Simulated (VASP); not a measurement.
Ta4C3: single point with PBEsol

Ta4C3:

```
Ta C
1.0
    -3.10327    0.00000    0.00000
    -1.55164   -2.68751    0.00000
     0.00000    0.89584   10.16451
Ta C
4 3
Direct
  0.27869 0.37337 0.18937
  0.15314 0.62446 0.94263
  0.86057 0.20962 0.69810
  0.56818 0.79440 0.45244
  0.21408 0.50259 0.57703
  0.96737 0.99602 0.05730
  0.92310 0.08454 0.32287
```

This cell differs from its parent crystal: the part above a cut slid along it.

```
Program                : VASP 6.6.1
Task                   : single point
Functional             : PBEsol
Potentials or basis    : VASP PAW PBE potentials, release 64 (Ta_pv, C)
Cutoff                 : 520 eV
k mesh                 : 14 × 14 × 4
Occupations            : gaussian, width 0.15 eV
Spin                   : no spin polarisation
Dipole correction      : no
Further INCAR settings : ALGO = Normal; EDIFF = 1e-07; NBANDS = 37
```

```yaml
Pressure: 34.8 GPa
Largest_force: 35.796 eV/Å
Band_gap_on_the_k_mesh: zero (bands 28 and 29 overlap by 0.55 eV)
```

Forces on the atoms (eV/Å):
```
Ta    0.000   0.751   3.561
Ta    0.000  20.715 -29.193
Ta    0.000  -0.053  -0.006
Ta    0.000  -0.038  -0.377
C     0.000   0.086   0.301
C     0.000 -21.726  25.994
C     0.000   0.266  -0.279
```

Stress tensor (GPa, compression positive):
```
  0.26   0.00   0.00
  0.00  35.40 -41.89
  0.00 -41.89  68.89
```

Levels at points of the mesh, in eV from the Fermi level:
```tsv
k point	band 24	band 25	band 26	band 27	band 28	band 29	band 30	band 31	band 32	band 33
(0.00, 0.00, 0.00)	-2.39	-2.20	-1.60	-0.50	-0.44	0.13	0.67	0.95	1.04	1.33
(0.50, 0.00, 0.00)	-2.75	-2.61	-1.43	-0.84	0.09	1.55	1.77	2.50	3.40	3.63
(0.00, 0.50, 0.00)	-2.88	-2.47	-2.07	-1.37	-0.30	1.58	2.47	2.72	3.43	3.60
(0.00, 0.00, 0.50)	-2.47	-2.21	-1.57	-0.47	-0.47	0.54	0.71	0.85	1.29	1.41
(0.50, 0.00, 0.50)	-2.86	-2.56	-1.54	-0.45	-0.19	1.26	2.28	2.60	3.36	3.63
(0.00, 0.50, 0.50)	-2.96	-2.40	-2.31	-1.31	0.09	1.55	2.25	2.50	3.60	3.77
```

It took 4.7 min on 1 thread of Intel(R) Xeon(R) 6975P-C (Granite Rapids) (shared host), peak memory 0.59 GiB.

Caveat: the cell differs from its parent crystal (the part above a cut slid along it); atoms lie so close that the PAW spheres overlap strongly, which falsifies energies and pressures; the stress differs along the axes, from 0 to 69 GPa; the PAW data sets were made with another functional, which shifts forces and pressure a little; spin-orbit coupling is left out, which moves the levels of the heavy elements.
